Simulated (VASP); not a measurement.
# Ti (I4/mmm) in VASP: a series of runs

Runs on Ti. Level: PBEsol. Tasks: single point.

Program: VASP 6.6.1. These are calculated values, not measurements. Logs are shortened: lines on timing, memory, paths and dates and some standing lists are left out, and cuts for length are marked.

### Step 1. The cell of the first run

The structure is tetragonal, space group I4/mmm (No. 139). Conventional cell: a = 3.331 Å, b = 3.331 Å, c = 3.184 Å, α = 90.00°, β = 90.00°, γ = 90.00°. Ti (site symmetry 4/mmm) has 14 Ti at 2.84 to 3.33 Å within 3.7 Å.

### Step 2. Single point, PBEsol (strain +0.015 along x and y, -0.030 along z)

File INCAR:

```
SYSTEM = Ti
  ALGO = Normal
  EDIFF = 1E-6
  ENCUT = 520
  GGA = PS
  ISIF = 2
  ISMEAR = 0
  LASPH = .True.
  LCHARG = .True.
  LELF = .True.
  LREAL = .False.
  LVHAR = .True.
  LWAVE = .False.
  NBANDS = 12
  NELM = 80
  PREC = Accurate
  SIGMA = 0.15
```

File KPOINTS:

```
k-points
0
Gamma
  20 20 20
  0 0 0
```

File POSCAR:

```
Ti
1.0
   -1.6656150000      1.6656150000      1.5917700000
    1.6656150000     -1.6656150000      1.5917700000
    1.6656150000      1.6656150000     -1.5917700000
Ti
1
Direct
    0.0000000000      0.0000000000      0.0000000000
```

Potentials or basis: VASP PAW PBE potentials, release 64 (Ti_sv).

Command:

```bash
> cat potpaw_PBE.64/Ti_sv/POTCAR > POTCAR
> mpirun -np 1 vasp_std > vasp.out
```

OUTCAR:

```text
SYSTEM = Ti
   EDIFF = 1E-6
   ENCUT = 520
   GGA = PS
   ISIF = 2
   ISMEAR = 0
   LASPH = .True.
   LREAL = .False.
   NELM = 80
   PREC = Accurate

 ion  position               nearest neighbor table
   1  0.000  0.000  0.000-

  LATTYP: Found a body centered tetragonal cell.
 ALAT       =     3.3312300000
 C/A-ratio  =     0.9556650246

  Lattice vectors:

 A1 = (  -1.6656150000,   1.6656150000,   1.5917700000)
 A2 = (   1.6656150000,  -1.6656150000,   1.5917700000)
 A3 = (   1.6656150000,   1.6656150000,  -1.5917700000)

Analysis of symmetry for initial positions (statically):
=====================================================================
 Subroutine PRICEL returns:
 Original cell was already a primitive cell.

 Routine SETGRP: Setting up the symmetry group for a
 body centered tetragonal supercell.

 Subroutine GETGRP returns: Found 16 space group operations
 (whereof 16 operations were pure point group operations)
 out of a pool of 16 trial point group operations.

The static configuration has the point symmetry D_4h.

Analysis of symmetry for dynamics (positions and initial velocities):
=====================================================================
 Subroutine PRICEL returns:
 Original cell was already a primitive cell.

 Routine SETGRP: Setting up the symmetry group for a
 body centered tetragonal supercell.

 Subroutine GETGRP returns: Found 16 space group operations
 (whereof 16 operations were pure point group operations)
 out of a pool of 16 trial point group operations.

The dynamic configuration has the point symmetry D_4h.

 Subroutine INISYM returns: Found 16 space group operations
 (whereof 16 operations are pure point group operations),
 and found     1 'primitive' translations

----------------------------------------------------------------------------------------

                                     Primitive cell

  volume of cell :      17.6640

  direct lattice vectors                    reciprocal lattice vectors
    -1.665615000  1.665615000  1.591770000     0.000000000  0.300189420  0.314115733
     1.665615000 -1.665615000  1.591770000     0.300189420  0.000000000  0.314115733
     1.665615000  1.665615000 -1.591770000     0.300189420  0.300189420  0.000000000

  length of vectors
     2.842934820  2.842934820  2.842934820     0.434490945  0.434490945  0.424531948

  position of ions in fractional coordinates (direct lattice)
     0.000000000  0.000000000  0.000000000

  ion indices of the primitive-cell ions
   primitive index   ion index
                 1           1

----------------------------------------------------------------------------------------

 KPOINTS: k-points

Automatic generation of k-mesh.
 Grid dimensions read from file:
 generate k-points for:   20   20   20

 Generating k-lattice:

  Cartesian coordinates                     Fractional coordinates (reciprocal lattice)
     0.000000000  0.015009471  0.015705787     0.050000000 -0.000000000  0.000000000
     0.015009471  0.000000000  0.015705787    -0.000000000  0.050000000  0.000000000
     0.015009471  0.015009471  0.000000000     0.000000000  0.000000000  0.050000000

  Length of vectors
     0.021724547  0.021724547  0.021226597

  Shift w.r.t. Gamma in fractional coordinates (k-lattice)
     0.000000000  0.000000000  0.000000000

 Subroutine IBZKPT returns following result:
 ===========================================

 Found    641 irreducible k-points:

 Following reciprocal coordinates:
            Coordinates               Weight
  0.000000  0.000000  0.000000      1.000000
  0.050000 -0.000000  0.000000      8.000000
  0.100000  0.000000 -0.000000      8.000000
  0.150000 -0.000000  0.000000      8.000000
  0.200000  0.000000 -0.000000      8.000000
  0.250000  0.000000 -0.000000      8.000000
[... 16 lines left out ...]
 -0.400000  0.050000  0.000000     16.000000
 -0.350000  0.050000 -0.000000     16.000000
 [... further k-points ...]
   k-points           NKPTS =    641   k-points in BZ     NKDIM =    641   number of bands    NBANDS=     12
   number of dos      NEDOS =    301   number of ions     NIONS =      1
   total plane-waves  NPLWV =  13824
   dimension x,y,z NGX =    24 NGY =   24 NGZ =   24
   dimension x,y,z NGXF=    48 NGYF=   48 NGZF=   48
   ions per type =               1
   NGX,Y,Z   is equivalent  to a cutoff of  14.03, 14.03, 14.03 a.u.
   NGXF,Y,Z  is equivalent  to a cutoff of  28.07, 28.07, 28.07 a.u.
 SYSTEM =  Ti
   PREC   = accura    normal or accurate (medium, high low for compatibility)
   ISTART =      0    job   : 0-new  1-cont  2-samecut
   ICHARG =      2    charge: 1-file 2-atom 10-const
   ISPIN  =      1    spin polarized calculation?
   LNONCOLLINEAR =      F non collinear calculations
   LSORBIT =      F    spin-orbit coupling
   LASPH  =      T    aspherical Exc in radial PAW
   ENCUT  =  520.0 eV  38.22 Ry    6.18 a.u.   5.29  5.29  5.29*2*pi/ulx,y,z
   NELM   =     80;   NELMIN=  2; NELMDL= -5     # of ELM steps
   EDIFF  = 0.1E-05   stopping-criterion for ELM
   LREAL  =      F    real-space projection
   EDIFFG = 0.1E-04   stopping-criterion for IOM
   NSW    =      0    number of steps for IOM
   IBRION =     -1    ionic relax: 0-MD 1-quasi-New 2-CG
   NFREE  =      0    steps in history (QN), initial steepest desc. (CG)
   ISIF   =      2    stress and relaxation
   ISYM   =      2    0-nonsym 1-usesym 2-fastsym
   POTIM  = 0.5000    time-step for ionic-motion
   TEBEG  =    0.0;   TEEND  =   0.0 temperature during run
   PSTRESS=    0.0 pullay stress
   NELECT =      12.0000    total number of electrons
   NUPDOWN=      -1.0000    fix difference up-down
   EMIN   =  10.00;   EMAX   =-10.00  energy-range for DOS
   EFERMI =   0.00;   METHOD = LEGACY
   ISMEAR =     0;   SIGMA  =   0.15  broadening in eV -4-tet -1-fermi 0-gaus
   EFERMI_NEDOS =   21; number of points for ismear=-14 and -15
   IALGO  =     38    algorithm
   IMIX   =      4    mixing-type and parameters
     AMIX     =   0.40;   BMIX     =  1.00
     AMIX_MAG =   1.60;   BMIX_MAG =  1.00
  volume/ion in A,a.u.               =      17.66       119.20
  Fermi-wavevector in a.u.,A,eV,Ry     =   1.439148  2.719595 28.179657  2.071146
  Thomas-Fermi vector in A             =   2.558036
   LORBIT       =      0    0 simple, 1 ext, 2 COOP (PROOUT), +10 PAW based schemes
   GGA     = PS    functional components
   LHFCALC =     F    Hartree Fock is set to
   AEXX    =    0.0000 exact exchange contribution
   IVDW    =     0    specifies the selected vdW correction
   LEPSILON=     F    determine dielectric tensor
   LRPA    =     F    only Hartree local field effects (RPA)
 non-spin polarized calculation
 Gauss-broadening in eV      SIGMA  =   0.15
  energy-cutoff  :      520.00
  volume of cell :       17.66
 maximum number of plane-waves:       488
 NGX is ok and might be reduce to    24
   NGX = 11   NGY = 11   NGZ = 11

 number of electron      11.9999999 magnetization

 Free energy of the ion-electron system (eV)
  ---------------------------------------------------
  ext. energy  EPLUGINS =         0.00000000
  ---------------------------------------------------
  free energy    TOTEN  =        -8.22460278 eV

  energy without entropy =       -8.19757622  energy(sigma->0) =       -8.21108950

 E-fermi :   7.7900     XC(G=0): -11.5517

 val. band max:        7.7890810651   @ k =   0.5000   0.2000  -0.0000
 cond. band min:       7.7905507899   @ k =   0.3000   0.1500   0.1000
 fundamental gap:      0.0014697249
 Fermi energy:         7.7899712135

 k-point     1 :       0.0000    0.0000    0.0000
  band No.  band energies     occupation
      1     -48.5509      2.00000
      2     -24.5224      2.00000
      3     -24.5193      2.00000
      4     -24.5193      2.00000
      5       1.8681      2.00000
      6       8.5436      0.00000
      7       8.8683      0.00000
      8       8.8683      0.00000
      9      10.2796      0.00000
     10      10.6605      0.00000
     11      24.8202      0.00000
     12      24.8202      0.00000

 k-point     2 :       0.0500   -0.0000    0.0000
  band No.  band energies     occupation
      1     -48.5479      2.00000
      2     -24.5375      2.00000
      3     -24.5246      2.00000
      4     -24.5210      2.00000
      5       1.9542      2.00000
      6       8.5506      0.00000
      7       8.8552      0.00000
      8       8.8818      0.00000
      9      10.2758      0.00000
     10      10.6246      0.00000
     11      24.7755      0.00000
     12      24.9012      0.00000

 k-point     3 :       0.1000    0.0000   -0.0000
  band No.  band energies     occupation
      1     -48.5389      2.00000
      2     -24.5849      2.00000
      3     -24.5397      2.00000
      4     -24.5221      2.00000
      5       2.2076      2.00000
      6       8.5019      0.00000
      7       8.8033      0.00000
      8       8.9957      0.00000
      9      10.2622      0.00000
     10      10.5479      0.00000
     11      24.5392      0.00000
     12      25.1307      0.00000
[... 286 lines left out ...]
 k-point    23 :      -0.4000    0.0500    0.0000
  band No.  band energies     occupation
      1     -48.4418      2.00000
      2     -25.0701      2.00000
      3     -24.7024      2.00000
      4     -24.5383      2.00000
      5       5.1090      2.00000
      6       7.4663      1.99773
      7       8.2319      0.00003
      8      10.4839      0.00000
      9      10.7722      0.00000
     10      11.4419      0.00000
     11      18.2491      0.00000
     12      21.5415      0.00000

 k-point    24 :      -0.3500    0.0500   -0.0000
  band No.  band energies     occupation
      1     -48.4579      2.00000
      2     -24.9926      2.00000
      3     -24.6750      2.00000
      4     -24.5361      2.00000
      5       4.6855      2.00000
      6       7.6278      1.87361
      7       8.0890      0.00481
      8      10.4027      0.00000
      9      10.6679      0.00000
     10      10.9608      0.00000
     11      19.5440      0.00000
     12      22.1221      0.00000

 [... further k-points ...]
[... 5 lines left out ...]
  --------------------------------------------------------------------------------------
  -------------------------------------------------------------------------------------
  Total       -0.6911881     -0.6911881     -0.8455833      0.0000000      0.0000000      0.0000000
  in kB      -62.6927457    -62.6927457    -76.6968326      0.0000000      0.0000000      0.0000000
  external PRESSURE =     -67.3607747 kB  Pullay stress =       0.0000000 kB

 VOLUME and BASIS-vectors are now :
 -----------------------------------------------------------------------------
  energy-cutoff  :      520.00
  volume of cell :       17.66
      direct lattice vectors                 reciprocal lattice vectors
    -1.665615000  1.665615000  1.591770000     0.000000000  0.300189420  0.314115733
     1.665615000 -1.665615000  1.591770000     0.300189420  0.000000000  0.314115733
     1.665615000  1.665615000 -1.591770000     0.300189420  0.300189420  0.000000000

 POSITION                                       TOTAL-FORCE (eV/Angst)
 -----------------------------------------------------------------------------------
      0.00000      0.00000      0.00000        -0.000000      0.000000      0.000000
 -----------------------------------------------------------------------------------
    total drift:                                0.000000      0.000000      0.000000

  FREE ENERGIE OF THE ION-ELECTRON SYSTEM (eV)
  ---------------------------------------------------
  free  energy   TOTEN  =        -8.2246027797 eV

  energy  without entropy=       -8.1975762223  energy(sigma->0) =       -8.21108950
```

Wall time 49 s (1 thread of Intel Xeon Platinum 8488C (Sapphire Rapids), shared host); peak memory 0.25 GiB.

Results:

* Free energy: -8.2246 eV
* Pressure: -6.7 GPa
* Band gap on the k mesh: zero (band 6 reaches 8.75 eV, above the bottom of band 7 at 7.17 eV)

Levels at points of the mesh, in eV from the Fermi level:
| k point | band 4 | band 5 | band 6 | band 7 | band 8 | band 9 |
| --- | --- | --- | --- | --- | --- | --- |
| (0.00, 0.00, 0.00) | -32.31 | -5.92 | 0.75 | 1.08 | 1.08 | 2.49 |
| (0.50, 0.00, 0.00) | -32.33 | -2.42 | -0.52 | 1.20 | 2.71 | 3.16 |
| (0.50, 0.50, 0.00) | -32.30 | -2.43 | -0.13 | 0.90 | 2.42 | 2.92 |
| (0.50, 0.50, 0.50) | -32.72 | -2.11 | -2.00 | 3.82 | 3.82 | 3.90 |

Caveat: the cell differs from its parent crystal (strain +0.015 along x and y, -0.030 along z); the PAW data sets were made with another functional, which shifts forces and pressure a little.

### Step 3. Single point, PBEsol (strain +0.000 along x and y, +0.015 along z)

File INCAR:

```
SYSTEM = Ti
PREC = Accurate
ENCUT = 520
EDIFF = 1E-6
ISMEAR = 0
SIGMA = 0.15
LREAL = .False.
LASPH = .True.
NELM = 100
ALGO = Normal
ISIF = 2
LWAVE = .False.
LCHARG = .False.
GGA = PS
NBANDS = 12
```

File KPOINTS:

```
regular mesh
0
Gamma
  20 20 20
  0 0 0
```

File POSCAR:

```
Ti
1.0
   -1.6410000000      1.6410000000      1.6656150000
    1.6410000000     -1.6410000000      1.6656150000
    1.6410000000      1.6410000000     -1.6656150000
Ti
1
Direct
    0.0000000000      0.0000000000      0.0000000000
```

Potentials or basis: VASP PAW PBE potentials, release 64 (Ti_sv).

Command:

```bash
> cat potpaw_PBE.64/Ti_sv/POTCAR > POTCAR
> mpirun -np 1 vasp_std > vasp.out
```

Run time: 48 s. Hardware: 1 thread of Intel Xeon Platinum 8488C (Sapphire Rapids), shared host; peak memory 0.25 GiB.

It converged, with:

```yaml
Free_energy: -8.2098 eV
Pressure: -8.1 GPa
Band_gap_on_the_k_mesh: zero (band 6 reaches 8.55 eV, above the bottom of band 7 at 7.00 eV)
```

Stress tensor (GPa, compression positive):
```
-8.23  0.00  0.00
 0.00 -8.23  0.00
 0.00  0.00 -7.86
```

Levels at points of the mesh, in eV from the Fermi level:
```
           k point  band 4  band 5  band 6  band 7  band 8  band 9
(0.00, 0.00, 0.00)  -32.35   -5.88    0.92    0.92    1.02    2.60
(0.50, 0.00, 0.00)  -32.35   -2.38   -0.33    1.03    2.59    2.97
(0.50, 0.50, 0.00)  -32.36   -2.38   -0.45    1.12    2.71    3.01
(0.50, 0.50, 0.50)  -32.77   -2.02   -1.98    3.76    3.79    3.79
```

Caveat: the cell differs from its parent crystal (strain +0.000 along x and y, +0.015 along z); the PAW data sets were made with another functional, which shifts forces and pressure a little.
